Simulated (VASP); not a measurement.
Set up this calculation in VASP 6.6.1, as the native input.

- Task: single point
- Functional: revPBE
- Potentials or basis: VASP PAW PBE potentials, release 64 (Cs_sv)
- Cutoff: 520 eV
- k mesh: 9 × 9 × 3
- Occupations: fermi-dirac, width 0.1 eV
- Spin: no spin polarisation
- Dipole correction: no
- Further INCAR settings: ALGO = Normal; EDIFF = 1e-06; NBANDS = 26

The structure of Cs lies in POSCAR:

```
Cs
1.0
    5.6637323857      0.0000000000      0.0000000000
   -2.8318661928      4.9049361263      0.0000000000
    0.0000000000      0.0000000000     18.5892888053
Cs
4
Direct
    0.0000000000      0.0000000000      1.0000000000
    0.0000000000      1.0000000000      0.5000000000
    0.3333333333      0.6666666667      0.2500000000
    0.6666666667      0.3333333333      0.7500000000
```

This isn't the form of Cs at room conditions, which is bcc.

The input as run:

INCAR

```
SYSTEM = Cs
  PREC = Accurate
  ENCUT = 520
  EDIFF = 1E-6
  ISMEAR = -1
  SIGMA = 0.1
  LREAL = .FALSE.
  LASPH = .TRUE.
  NELM = 60
  ALGO = Normal
  ISIF = 2
  LWAVE = .FALSE.
  LCHARG = .FALSE.
  GGA = RE
  NBANDS = 26
```

KPOINTS

```
Automatic mesh
0
G
  9 9 3
  0 0 0
```

Potentials or basis: VASP PAW PBE potentials, release 64 (Cs_sv).

The run is started by

```bash
$ cat potpaw_PBE.64/Cs_sv/POTCAR > POTCAR
$ mpirun -np 1 vasp_std > vasp.out
```

Results of the run:

```
Pressure               : 0.0 GPa
Band gap on the k mesh : zero (bands 18 and 19 overlap by 1.62 eV)
```

Caveat: the PAW data sets were made with another functional, which shifts forces and pressure a little; spin-orbit coupling is left out, which moves the levels of the heavy elements.

It took 3.7 min on 1 thread of Intel(R) Xeon(R) Platinum 8488C (Sapphire Rapids) (shared host), peak memory 0.64 GiB.
